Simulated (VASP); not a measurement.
A run of VASP 6.6.1:

The input INCAR:

```
SYSTEM = MoSe
  ALGO = Normal
  EDIFF = 1E-6
  ENCUT = 520
  GGA = CA
  ISIF = 2
  ISMEAR = 0
  ISPIN = 2
  LASPH = .TRUE.
  LCHARG = .TRUE.
  LELF = .TRUE.
  LMAXMIX = 4
  LORBIT = 11
  LREAL = .FALSE.
  LVHAR = .TRUE.
  LWAVE = .FALSE.
  MAGMOM = 0.91 0
  NBANDS = 21
  NELM = 150
  PREC = Accurate
  SIGMA = 0.05
```

KPOINTS

```
k-points
0
G
  10 10 10
  0 0 0
```

File POSCAR:

```
MoSe
1.0
    0.0000000000      2.8405191460      2.8405191460
    2.8405191460      0.0000000000      2.8405191460
    2.8405191460      2.8405191460      0.0000000000
Mo Se
1 1
Direct
    0.0000000000      0.0000000000      0.0000000000
    0.2500000000      0.2500000000      0.2500000000
```

Potentials or basis: VASP PAW LDA potentials, release 64 (Mo_sv, Se).

The run is started by

```bash
$ cat potpaw_LDA.64/Mo_sv/POTCAR potpaw_LDA.64/Se/POTCAR > POTCAR
$ mpirun -np 1 vasp_std > vasp.out
```

Hardware: 1 thread of AMD EPYC 7R13, on a shared host.

Task: Estimate the wall time of this run.

Result: Wall time 3.5 min on 1 thread of AMD EPYC 7R13 (shared host), peak memory 0.18 GiB. Counts: scf iterations 15, k points 47.
